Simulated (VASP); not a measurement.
Ta, 1 atom in the cell. It takes space group Im-3m (No. 229, cubic). The conventional cell has a = 3.255 Å, b = 3.255 Å, c = 3.255 Å, α = 90.00°, β = 90.00°, γ = 90.00°. Ta (site symmetry m-3m) has 14 Ta at 2.82 to 3.26 Å within 3.7 Å. 

```yaml
Program: VASP 6.6.1
Task: single point
Functional: LDA
Potentials_or_basis: VASP PAW LDA potentials, release 64 (Ta_pv)
Cutoff: 520 eV
k_mesh: 14 × 14 × 14
Occupations: gaussian, width 0.03 eV
Spin: no spin polarisation
Dipole_correction: no
Further_INCAR_settings: ALGO = Normal; EDIFF = 1e-07; NBANDS = 12
```

Potentials or basis: VASP PAW LDA potentials, release 64 (Ta_pv).

Launch:

```console
$ cat potpaw_LDA.64/Ta_pv/POTCAR > POTCAR
$ mpirun -np 1 vasp_std > vasp.out
```

Hardware: 1 thread of Intel Xeon 6975P-C, on a shared host.

**Question.** Estimate the wall time of this run.

**Answer.** Run time: 8.5 s on 1 thread of Intel Xeon 6975P-C (shared host), peak memory 0.14 GiB. Counts: scf iterations 11, k points 104.
